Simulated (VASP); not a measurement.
## GaAs: single point with PBEsol

GaAs:

```
CELL_PARAMETERS angstrom
0.00000 2.82898 2.82898
2.82898 0.00000 2.82898
2.82898 2.82898 0.00000
ATOMIC_POSITIONS crystal
Ga 0.00000 0.00000 0.00000
As 0.75000 0.75000 0.75000
```

| Item | Value |
| --- | --- |
| Program | VASP 6.6.1 |
| Task | single point |
| Functional | PBEsol |
| Potentials or basis | VASP PAW PBE potentials, release 64 (Ga_d, As) |
| Cutoff | 500 eV |
| k mesh | 10 × 10 × 10 |
| Occupations | gaussian, width 0.02 eV |
| Spin | no spin polarisation |

```json
{"Pressure": "0.2 GPa", "Band gap on the k mesh": "0.44 eV"}
```

Levels at points of the mesh, in eV from the valence-band top:
```csv
k point,band 5,band 6,band 7,band 8,band 9,band 10,band 11,band 12,band 13,band 14
"(0.00, 0.00, 0.00)",-14.69,-12.74,0.00,0.00,0.00,0.44,3.69,3.69,3.69,7.38
"(0.50, 0.00, 0.00)",-14.69,-10.96,-6.67,-1.15,-1.15,0.92,4.58,4.58,7.58,10.26
"(0.50, 0.50, 0.00)",-14.68,-10.22,-6.84,-2.69,-2.69,1.35,1.57,10.11,10.11,10.85
```

It took 28 s on 1 thread of AMD EPYC 7R43 64-Core Processor (Zen 3), with other jobs on the host, peak memory 0.14 GiB.

Caveat: the PAW data sets were made with another functional, which shifts forces and pressure a little. A k mesh can miss the band edges.
